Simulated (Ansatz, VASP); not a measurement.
## Two plane-wave programs on Mg3SeO

File INCAR:

```
PREC     = Accurate       # precision mode
ENCUT    = 600            # plane-wave cutoff, eV
EDIFF    = 1E-6           # SCF threshold, eV
ISMEAR   = 0              # smearing method
SIGMA    = 0.1            # smearing width, eV
LREAL    = False          # projectors in reciprocal space
LASPH    = True           # aspherical terms in the spheres
NELM     = 60             # most SCF steps
ALGO     = Normal         # electronic algorithm
ISIF     = 3              # what is computed and relaxed
LWAVE    = False          # write WAVECAR
LCHARG   = False          # write CHGCAR
GGA      = PE             # functional
IBRION   = 2              # ionic algorithm
NSW      = 100            # ionic steps
EDIFFG   = -0.01          # ionic threshold
```

KPOINTS

```
Automatic mesh
0
Gamma
  8 8 8
```

Contents of POSCAR:

```
Mg3SeO
1.0
    4.4949898600      0.0000000000      0.0000000000
    0.0000000000      4.4949898600      0.0000000000
    0.0000000000      0.0000000000      4.4949898600
Mg Se O
3 1 1
Direct
    0.0000000000      0.5000000000      0.5000000000
    0.5000000000      0.0000000000      0.5000000000
    0.5000000000      0.5000000000      0.0000000000
    0.0000000000      0.0000000000      0.0000000000
    0.5000000000      0.5000000000      0.5000000000
```

Input for Ansatz:

```yaml
crystal:
  lattice:
    - [4.49498986, 0.0, 0.0]
    - [0.0, 4.49498986, 0.0]
    - [0.0, 0.0, 4.49498986]
  atoms:
    - { symbol: Mg, position: [0.0, 0.5, 0.5] }
    - { symbol: Mg, position: [0.5, 0.0, 0.5] }
    - { symbol: Mg, position: [0.5, 0.5, 0.0] }
    - { symbol: Se, position: [0.0, 0.0, 0.0] }
    - { symbol: O, position: [0.5, 0.5, 0.5] }
basis:
  ecutwfc: 420
kpoints:
  mp_grid: { grid: [8, 8, 8] }
hamiltonian:
  xc: pbe
scf:
  occupations: { method: gaussian, width: 0.1 }
output:
  forces: true
  stress: true
  eigenvalues: true
  write_density: true
  write_potential: true
  elf: true
  volumetric_format: npy
relax:
  adjacent_minimum: "off"
  f_tol: 0.01
  max_steps: 80
  cell: { stress_tol: 0.05 }
```

Change from the starting cell: species swapped into the Ca3BiN type (Pm-3m, No. 221).

Alike in both runs: task relaxation of cell and atoms; functional PBE; k mesh 8 × 8 × 8; occupations gaussian, width 0.1 eV; no spin polarisation.

|  | VASP | Ansatz |
| --- | --- | --- |
| version | VASP 6.6.1 | Ansatz 0.2.0 |
| potentials or method | VASP PAW PBE potentials, release 64 (Mg, Se, O), cutoff 600 eV | scalar-relativistic, plane waves, PAW |
| valence electrons in the cell | 18 | 52 |

```tsv
	VASP	Ansatz	Ansatz less VASP
gap on the k mesh at the Fermi level, each at its own relaxed structure (eV)	none	none	-
relaxed volume (Å³/atom)	17.38	17.46	+0.089
relaxed cell length with the largest relative difference (Å)	4.429	4.437	+0.0075
```

A gap of «none» marks a metal or a gap that the smearing closes. VASP's potentials hold 18 valence electrons a cell and Ansatz's 52, so a difference there can come from the potentials and not from the codes.
